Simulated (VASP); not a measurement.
InAs: single point with PBE

InAs:

```xyz
2
Lattice="0.0000 3.0380 3.0380 3.0380 0.0000 3.0380 3.0380 3.0380 0.0000" Properties=species:S:1:pos:R:3 pbc="T T T"
In    0.0000    0.0000    0.0000
As    4.5570    4.5570    4.5570
```

This cell differs from its parent crystal: volume scaled by 1.02.

```
Program             : VASP 6.6.1
Task                : single point
Functional          : PBE
Potentials or basis : VASP PAW PBE potentials, release 64 (In_d, As)
Cutoff              : 520 eV
k mesh              : 8 × 8 × 8
Occupations         : fermi-dirac, width 0.05 eV
Spin                : no spin polarisation
```

The pressure is 3.1 GPa and the band gap on the k mesh is zero (filled and empty bands touch).

Levels at points of the mesh, in eV from the Fermi level:
```
           k point  band 6  band 7  band 8  band 9  band 10  band 11  band 12  band 13
(0.00, 0.00, 0.00)  -11.82   -0.32   -0.05   -0.05    -0.05     3.85     3.85     3.85
(0.50, 0.00, 0.00)  -10.39   -5.74   -1.02   -1.02     0.88     4.62     4.62     6.79
(0.50, 0.50, 0.00)   -9.87   -5.82   -2.32   -2.32     1.52     2.01     9.04     9.12
```

It took 38 s on 1 thread of AMD EPYC 7R13, with other jobs on the host, peak memory 0.16 GiB.

Caveat: spin-orbit coupling is left out, which moves the levels of the heavy elements.
